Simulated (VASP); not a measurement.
Set up this calculation in VASP 6.6.1, as the native input.

```yaml
Task: single point
Functional: PBEsol
Potentials_or_basis: VASP PAW PBE potentials, release 64 (Zn, O)
Cutoff: 520 eV
k_mesh: 9 × 9 × 6
Occupations: gaussian, width 0.05 eV
Spin: no spin polarisation
Dipole_correction: no
Further_INCAR_settings: ALGO = Normal; EDIFF = 1e-06; NBANDS = 26
```

The structure of ZnO lies in POSCAR:

```
ZnO
1.0
    3.4118686601      0.0000000000      0.0000000000
   -1.7059343300      2.9547649340      0.0000000000
    0.0000000000      0.0000000000      5.2038000000
Zn O
2 2
Direct
    0.3333333333      0.6666666667      0.0000000000
    0.6666666667      0.3333333333      0.5000000000
    0.3333333333      0.6666666667      0.3821000000
    0.6666666667      0.3333333333      0.8821000000
```

This cell differs from its parent crystal: strain +0.050 along x and y, +0.000 along z.

One way to write it, as run:

INCAR

```
SYSTEM = ZnO
ALGO     = Normal         ! electronic algorithm
EDIFF    = 1E-6           ! SCF threshold, eV
ENCUT    = 520            ! plane-wave cutoff, eV
GGA      = PS             ! functional
ISIF     = 2              ! what is computed and relaxed
ISMEAR   = 0              ! smearing method
LASPH    = .TRUE.         ! aspherical terms in the spheres
LCHARG   = .FALSE.        ! write CHGCAR
LREAL    = .FALSE.        ! projectors in reciprocal space
LWAVE    = .FALSE.        ! write WAVECAR
NBANDS   = 26             ! bands
NELM     = 80             ! most SCF steps
PREC     = Accurate       ! precision mode
SIGMA    = 0.05           ! smearing width, eV
```

KPOINTS

```
k-points
0
G
  9 9 6
  0 0 0
```

Potentials or basis: VASP PAW PBE potentials, release 64 (Zn, O).

Command:

```console
$ cat potpaw_PBE.64/Zn/POTCAR potpaw_PBE.64/O/POTCAR > POTCAR
$ mpirun -np 1 vasp_std > vasp.out
```

Results of the run:

| Item | Value |
| --- | --- |
| Pressure | -11.4 GPa |
| Largest force | 0.226 eV/Å |
| Band gap on the k mesh | 0.56 eV, direct |

Caveat: the cell differs from its parent crystal (strain +0.050 along x and y, +0.000 along z); the PAW data sets were made with another functional, which shifts forces and pressure a little.

Run time: 97 s on 1 thread of Intel(R) Xeon(R) Platinum 8488C (Sapphire Rapids), with other jobs on the host, peak memory 0.2 GiB.
